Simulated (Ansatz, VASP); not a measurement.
Two plane-wave programs on ZnS

INCAR

```
SYSTEM = ZnS
  ALGO = Normal
  EDIFF = 1E-6
  ENCUT = 520
  GGA = PE
  ISIF = 2
  ISMEAR = 0
  LASPH = .True.
  LCHARG = .False.
  LREAL = .False.
  LWAVE = .False.
  NBANDS = 16
  NELM = 80
  PREC = Accurate
  SIGMA = 0.05
```

KPOINTS

```
k-points
0
Gamma
  8 8 8
  0 0 0
```

POSCAR

```
ZnS
1.0
    0.0000000000      2.7215639840      2.7215639840
    2.7215639840      0.0000000000      2.7215639840
    2.7215639840      2.7215639840      0.0000000000
Zn S
1 1
Direct
    0.0000000000      0.0000000000      0.0000000000
    0.6704478189      0.7765173937      0.7765173937
```

Input for Ansatz:

```yaml
crystal:
  lattice:
    - [0.0, 2.721563984, 2.721563984]
    - [2.721563984, 0.0, 2.721563984]
    - [2.721563984, 2.721563984, 0.0]
  atoms:
    - { symbol: Zn, position: [0.0, 0.0, 0.0] }
    - { symbol: S, position: [0.6704478189, 0.7765173937, 0.7765173937] }
basis:
  ecutwfc: 420
kpoints:
  mp_grid: { grid: [8, 8, 8] }
hamiltonian:
  xc: pbe
scf:
  occupations: { method: gaussian, width: 0.05 }
output:
  forces: true
  stress: true
  eigenvalues: true
```

Change from the starting cell: all S atoms moved +0.250 Å, as atom 2 towards its neighbour atom 1 (Zn) at 2.357 Å.

Alike in both runs: task single point; functional PBE; k mesh 8 × 8 × 8; occupations gaussian, width 0.05 eV; no spin polarisation.

|  | VASP | Ansatz |
| --- | --- | --- |
| version | VASP 6.6.1 | Ansatz 0.2.0 |
| potentials or method | VASP PAW PBE potentials, release 64 (Zn, S), cutoff 520 eV | scalar-relativistic, plane waves, PAW |
| valence electrons in the cell | 18 | 18 |

```tsv
	VASP	Ansatz	Ansatz less VASP
gap on the k mesh at the Fermi level (eV)	1.93	1.92	-0.008
least direct gap on the mesh (eV)	1.93	1.92	-0.008
pressure (GPa)	2.9	2.8	-0.14
traceless stress, the component that is largest in VASP (GPa)	-5.14	-5.10	+0.040
rms of the force components (eV/Å)	1.383	1.376	-0.0064
```

Atom by atom the forces differ by 0.006 eV/Å (rms over components).
